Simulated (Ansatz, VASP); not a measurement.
Two plane-wave programs on Rh

```
Rh
1.0
     0.00000    1.91482    1.91482
     1.91482    0.00000    1.91482
     1.91482    1.91482    0.00000
Rh
1
Direct
  0.00000 0.00000 0.00000
```

Alike in both runs: functional PBE; k mesh 17 × 17 × 17; occupations methfessel-paxton of order 1, width 0.1 eV; no spin polarisation.

Ansatz relaxed the structure, and its values are those at the end. VASP's run is a single point on that final structure, the one shown.

```csv
,VASP,Ansatz
version,VASP 6.6.1,Ansatz 0.2.0
potentials or method,"VASP PAW PBE potentials, release 64 (Rh_pv), cutoff 500 eV",plane-wave PAW DFT
valence electrons in the cell,15,17
```

|  | VASP | Ansatz | Ansatz less VASP |
| --- | --- | --- | --- |
| pressure (GPa) | 0.0 | 0.0 | -0.05 |

VASP's potentials hold 15 valence electrons a cell and Ansatz's 17, so a difference there can come from the potentials and not from the codes.
